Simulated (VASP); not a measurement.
# LiZn3F2 (R-3m) in VASP: single point with PBE

Aim: the single point of LiZn3F2 with PBE.

Program: VASP 6.6.1. These are calculated values, not measurements. Logs are shortened: lines on timing, memory, paths and dates and some standing lists are left out, and cuts for length are marked.

### Step 1. The cell of the first run

The structure is trigonal, space group R-3m (No. 166). Conventional cell: a = 7.729 Å, b = 7.729 Å, c = 6.545 Å, α = 90.00°, β = 90.00°, γ = 120.00°. Li (site symmetry -3m) has 2 F at 1.70 Å within 2.3 Å. Within 3.0 Å of Zn (site symmetry 2/m) lie 2 F at 2.28 Å. F (site symmetry 3m) has 1 Li at 1.70 Å and 3 Zn at 2.28 Å within 2.3 Å.

### Step 2. Single point, PBE

INCAR

```
SYSTEM = LiZn3F2
ALGO = Normal
EDIFF = 1E-7
ENCUT = 520
GGA = PE
ISIF = 2
ISMEAR = 0
LASPH = .TRUE.
LCHARG = .FALSE.
LREAL = .FALSE.
LWAVE = .FALSE.
NBANDS = 36
NELM = 100
PREC = Accurate
SIGMA = 0.1
```

KPOINTS

```
k-points
0
G
  12 12 12
  0 0 0
```

POSCAR

```
LiZn3F2
1.0
    3.8646276742      2.2312438280      2.1818027180
   -3.8646276742      2.2312438280      2.1818027180
    0.0000000000     -4.4624876560      2.1818027179
Li Zn F
1 3 2
Direct
    0.0000000000      0.0000000000      0.0000000000
    0.5000000000      0.5000000000      0.0000000000
    0.5000000000      0.0000000000      0.5000000000
    0.0000000000      0.5000000000      0.5000000000
    0.7405876165      0.7405876165      0.7405876165
    0.2594123835      0.2594123835      0.2594123835
```

Potentials or basis: VASP PAW PBE potentials, release 64 (Li_sv, Zn, F).

Launch:

```bash
$ cat potpaw_PBE.64/Li_sv/POTCAR potpaw_PBE.64/Zn/POTCAR potpaw_PBE.64/F/POTCAR > POTCAR
$ mpirun -np 1 vasp_std > vasp.out
```

OUTCAR:

```text
SYSTEM = LiZn3F2
   EDIFF = 1E-7
   ENCUT = 520
   GGA = PE
   ISIF = 2
   ISMEAR = 0
   LASPH = .TRUE.
   LREAL = .FALSE.
   NELM = 100
   PREC = Accurate

 ion  position               nearest neighbor table
   1  0.000  0.000  0.000-   5 1.70   6 1.70
   2  0.500  0.500  0.000-   5 2.28   6 2.28
   3  0.500  0.000  0.500-   5 2.28   6 2.28
   4  0.000  0.500  0.500-   5 2.28   6 2.28
   5  0.741  0.741  0.741-   1 1.70   2 2.28   3 2.28   4 2.28
   6  0.259  0.259  0.259-   1 1.70   2 2.28   3 2.28   4 2.28

  LATTYP: Found a trigonal (rhomboedric) cell.
 ALAT       =     4.9672989824
 COS(alpha) =    -0.2106112700

  Lattice vectors:

 A1 = (   3.8646276742,   2.2312438280,   2.1818027180)
 A2 = (  -3.8646276742,   2.2312438280,   2.1818027180)
 A3 = (   0.0000000000,  -4.4624876560,   2.1818027179)

Analysis of symmetry for initial positions (statically):
=====================================================================
 Subroutine PRICEL returns:
 Original cell was already a primitive cell.

 Routine SETGRP: Setting up the symmetry group for a
 trigonal (rhombohedral) supercell.

 Subroutine GETGRP returns: Found 12 space group operations
 (whereof 12 operations were pure point group operations)
 out of a pool of 12 trial point group operations.

The static configuration has the point symmetry D_3d.

Analysis of symmetry for dynamics (positions and initial velocities):
=====================================================================
 Subroutine PRICEL returns:
 Original cell was already a primitive cell.

 Routine SETGRP: Setting up the symmetry group for a
 trigonal (rhombohedral) supercell.

 Subroutine GETGRP returns: Found 12 space group operations
 (whereof 12 operations were pure point group operations)
 out of a pool of 12 trial point group operations.

The dynamic configuration has the point symmetry D_3d.

 Subroutine INISYM returns: Found 12 space group operations
 (whereof 12 operations are pure point group operations),
 and found     1 'primitive' translations

----------------------------------------------------------------------------------------

                                     Primitive cell

  volume of cell :     112.8811

  direct lattice vectors                    reciprocal lattice vectors
     3.864627674  2.231243828  2.181802718     0.129378569  0.074696752  0.152778861
    -3.864627674  2.231243828  2.181802718    -0.129378569  0.074696752  0.152778861
     0.000000000 -4.462487656  2.181802718     0.000000000 -0.149393504  0.152778861

  length of vectors
     4.967298982  4.967298982  4.967298982     0.213681537  0.213681537  0.213681537

  position of ions in fractional coordinates (direct lattice)
     0.000000000  0.000000000  0.000000000
     0.500000000  0.500000000  1.000000000
     0.500000000  1.000000000  0.500000000
     1.000000000  0.500000000  0.500000000
     0.740587617  0.740587617  0.740587617
     0.259412383  0.259412383  0.259412383

  ion indices of the primitive-cell ions
   primitive index   ion index
                 1           1
                 2           2
                 3           3
                 4           4
                 5           5
                 6           6

----------------------------------------------------------------------------------------

 KPOINTS: k-points

Automatic generation of k-mesh.
 Grid dimensions read from file:
 generate k-points for:   12   12   12

 Generating k-lattice:

  Cartesian coordinates                     Fractional coordinates (reciprocal lattice)
     0.010781547  0.006224729  0.012731572     0.083333333  0.000000000  0.000000000
    -0.010781547  0.006224729  0.012731572     0.000000000  0.083333333  0.000000000
     0.000000000 -0.012449459  0.012731572    -0.000000000 -0.000000000  0.083333333

  Length of vectors
     0.017806795  0.017806795  0.017806795

  Shift w.r.t. Gamma in fractional coordinates (k-lattice)
     0.000000000  0.000000000  0.000000000

 Subroutine IBZKPT returns following result:
 ===========================================

 Found    189 irreducible k-points:

 Following reciprocal coordinates:
            Coordinates               Weight
  0.000000  0.000000  0.000000      1.000000
  0.083333  0.000000  0.000000      6.000000
  0.166667  0.000000 -0.000000      6.000000
  0.250000  0.000000  0.000000      6.000000
  0.333333  0.000000 -0.000000      6.000000
  0.416667  0.000000 -0.000000      6.000000
[... 16 lines left out ...]
  0.500000  0.166667  0.000000     12.000000
 -0.416667  0.166667  0.000000     12.000000
 [... further k-points ...]
   k-points           NKPTS =    189   k-points in BZ     NKDIM =    189   number of bands    NBANDS=     36
   number of dos      NEDOS =    301   number of ions     NIONS =      6
   total plane-waves  NPLWV =  64000
   dimension x,y,z NGX =    40 NGY =   40 NGZ =   40
   dimension x,y,z NGXF=    80 NGYF=   80 NGZF=   80
   ions per type =               1   3   2
   NGX,Y,Z   is equivalent  to a cutoff of  13.39, 13.39, 13.39 a.u.
   NGXF,Y,Z  is equivalent  to a cutoff of  26.77, 26.77, 26.77 a.u.
 SYSTEM =  LiZn3F2
   PREC   = accura    normal or accurate (medium, high low for compatibility)
   ISTART =      0    job   : 0-new  1-cont  2-samecut
   ICHARG =      2    charge: 1-file 2-atom 10-const
   ISPIN  =      1    spin polarized calculation?
   LNONCOLLINEAR =      F non collinear calculations
   LSORBIT =      F    spin-orbit coupling
   LASPH  =      T    aspherical Exc in radial PAW
   ENCUT  =  520.0 eV  38.22 Ry    6.18 a.u.   9.24  9.24  9.24*2*pi/ulx,y,z
   NELM   =    100;   NELMIN=  2; NELMDL= -5     # of ELM steps
   EDIFF  = 0.1E-06   stopping-criterion for ELM
   LREAL  =      F    real-space projection
   EDIFFG = 0.1E-05   stopping-criterion for IOM
   NSW    =      0    number of steps for IOM
   IBRION =     -1    ionic relax: 0-MD 1-quasi-New 2-CG
   NFREE  =      0    steps in history (QN), initial steepest desc. (CG)
   ISIF   =      2    stress and relaxation
   ISYM   =      2    0-nonsym 1-usesym 2-fastsym
   POTIM  = 0.5000    time-step for ionic-motion
   TEBEG  =    0.0;   TEEND  =   0.0 temperature during run
   PSTRESS=    0.0 pullay stress
   NELECT =      53.0000    total number of electrons
   NUPDOWN=      -1.0000    fix difference up-down
   EMIN   =  10.00;   EMAX   =-10.00  energy-range for DOS
   EFERMI =   0.00;   METHOD = LEGACY
   ISMEAR =     0;   SIGMA  =   0.10  broadening in eV -4-tet -1-fermi 0-gaus
   EFERMI_NEDOS =   21; number of points for ismear=-14 and -15
   IALGO  =     38    algorithm
   IMIX   =      4    mixing-type and parameters
     AMIX     =   0.40;   BMIX     =  1.00
     AMIX_MAG =   1.60;   BMIX_MAG =  1.00
  volume/ion in A,a.u.               =      18.81       126.96
  Fermi-wavevector in a.u.,A,eV,Ry     =   1.272408  2.404502 22.028125  1.619022
  Thomas-Fermi vector in A             =   2.405288
   LORBIT       =      0    0 simple, 1 ext, 2 COOP (PROOUT), +10 PAW based schemes
   GGA     = PE    functional components
   LHFCALC =     F    Hartree Fock is set to
   AEXX    =    0.0000 exact exchange contribution
   IVDW    =     0    specifies the selected vdW correction
   LEPSILON=     F    determine dielectric tensor
   LRPA    =     F    only Hartree local field effects (RPA)
 non-spin polarized calculation
 Gauss-broadening in eV      SIGMA  =   0.10
  energy-cutoff  :      520.00
  volume of cell :      112.88
 maximum number of plane-waves:      3074
 NGX is ok and might be reduce to    40
   NGX = 19   NGY = 19   NGZ = 19

 number of electron      53.0000029 magnetization

 Free energy of the ion-electron system (eV)
  ---------------------------------------------------
  ext. energy  EPLUGINS =         0.00000000
  ---------------------------------------------------
  free energy    TOTEN  =       -14.36424550 eV

  energy without entropy =      -14.35589216  energy(sigma->0) =      -14.36006883

 E-fermi :   0.3690     XC(G=0):  -8.7047

 val. band max:        0.3664483154   @ k =   0.1667   0.0000  -0.0000
 cond. band min:       0.3713338265   @ k =   0.3333   0.0833   0.0833
 fundamental gap:      0.0048855110
 Fermi energy:         0.3690399626

 k-point     1 :       0.0000    0.0000    0.0000
  band No.  band energies     occupation
      1     -45.1128      2.00000
      2     -23.2417      2.00000
      3     -23.2274      2.00000
      4      -6.6892      2.00000
      5      -6.6892      2.00000
      6      -6.5048      2.00000
[... 28 lines left out ...]
     35       7.4668      0.00000
     36       7.4668      0.00000

 k-point     2 :       0.0833    0.0000    0.0000
  band No.  band energies     occupation
      1     -45.1128      2.00000
      2     -23.2536      2.00000
      3     -23.2151      2.00000
      4      -6.6860      2.00000
      5      -6.6810      2.00000
      6      -6.4998      2.00000
[... 28 lines left out ...]
     35       7.6577      0.00000
     36       7.6629      0.00000

 k-point     3 :       0.1667    0.0000   -0.0000
  band No.  band energies     occupation
      1     -45.1128      2.00000
      2     -23.2694      2.00000
      3     -23.1988      2.00000
      4      -6.6768      2.00000
      5      -6.6563      2.00000
      6      -6.4853      2.00000
[... 28 lines left out ...]
     35       8.0735      0.00000
     36       8.1202      0.00000
[... 742 lines left out ...]
 k-point    23 :       0.5000    0.1667    0.0000
  band No.  band energies     occupation
      1     -45.1128      2.00000
      2     -23.2942      2.00000
      3     -23.1707      2.00000
      4      -6.6384      2.00000
      5      -6.5051      2.00000
      6      -6.3710      2.00000
[... 28 lines left out ...]
     35       8.0959      0.00000
     36       8.6895      0.00000

 k-point    24 :      -0.4167    0.1667    0.0000
  band No.  band energies     occupation
      1     -45.1128      2.00000
      2     -23.2840      2.00000
      3     -23.1814      2.00000
      4      -6.6245      2.00000
      5      -6.4427      2.00000
      6      -6.3954      2.00000
[... 28 lines left out ...]
     35       8.2905      0.00000
     36       8.8229      0.00000

 [... further k-points ...]

------------------------ aborting loop because EDIFF is reached ----------------------------------------

  FORCE on cell =-STRESS in cart. coord.  units (eV):
  Direction    XX          YY          ZZ          XY          YZ          ZX
  --------------------------------------------------------------------------------------
  -------------------------------------------------------------------------------------
  Total       -0.0570098     -0.0570098      0.1613886      0.0000000     -0.0000000      0.0000000
  in kB       -0.8091677     -0.8091677      2.2906670      0.0000000     -0.0000000      0.0000000
  external PRESSURE =       0.2241105 kB  Pullay stress =       0.0000000 kB

 VOLUME and BASIS-vectors are now :
 -----------------------------------------------------------------------------
  energy-cutoff  :      520.00
  volume of cell :      112.88
      direct lattice vectors                 reciprocal lattice vectors
     3.864627674  2.231243828  2.181802718     0.129378569  0.074696752  0.152778861
    -3.864627674  2.231243828  2.181802718    -0.129378569  0.074696752  0.152778861
     0.000000000 -4.462487656  2.181802718     0.000000000 -0.149393504  0.152778861

 POSITION                                       TOTAL-FORCE (eV/Angst)
 -----------------------------------------------------------------------------------
      0.00000      0.00000      0.00000        -0.000000      0.000000     -0.000000
      0.00000      2.23124      2.18180        -0.000000      0.000000     -0.000000
      1.93231     -1.11562      2.18180         0.000000      0.000000     -0.000000
     -1.93231     -1.11562      2.18180         0.000000      0.000000     -0.000000
      0.00000      0.00000      4.84745        -0.000000     -0.000000     -0.062466
      0.00000      0.00000      1.69796        -0.000000      0.000000      0.062466
 -----------------------------------------------------------------------------------
    total drift:                               -0.000000      0.000000     -0.000000

  FREE ENERGIE OF THE ION-ELECTRON SYSTEM (eV)
  ---------------------------------------------------
  free  energy   TOTEN  =       -14.3642454958 eV

  energy  without entropy=      -14.3558921597  energy(sigma->0) =      -14.36006883
```

Run time: 9.2 min. Hardware: 1 thread of Intel Xeon Platinum 8488C (Sapphire Rapids), shared host; peak memory 0.69 GiB.

Results:

| Property | Result |
| --- | --- |
| Free energy | -14.3642 eV |
| Largest force | 0.062 eV/Å |

Forces on the atoms (eV/Å):
```
Li   0.000  0.000  0.000
Zn   0.000  0.000  0.000
Zn   0.000  0.000  0.000
Zn   0.000  0.000  0.000
F    0.000  0.000 -0.062
F    0.000  0.000  0.062
```

Caveat: the cutoff is under 1.25 times the usual one of these potentials, so pressure, stress and relaxed cells hold a basis-set (Pulay) error; an odd number of electrons without spin polarisation forces a metal; a magnetic or distorted state may lie lower.
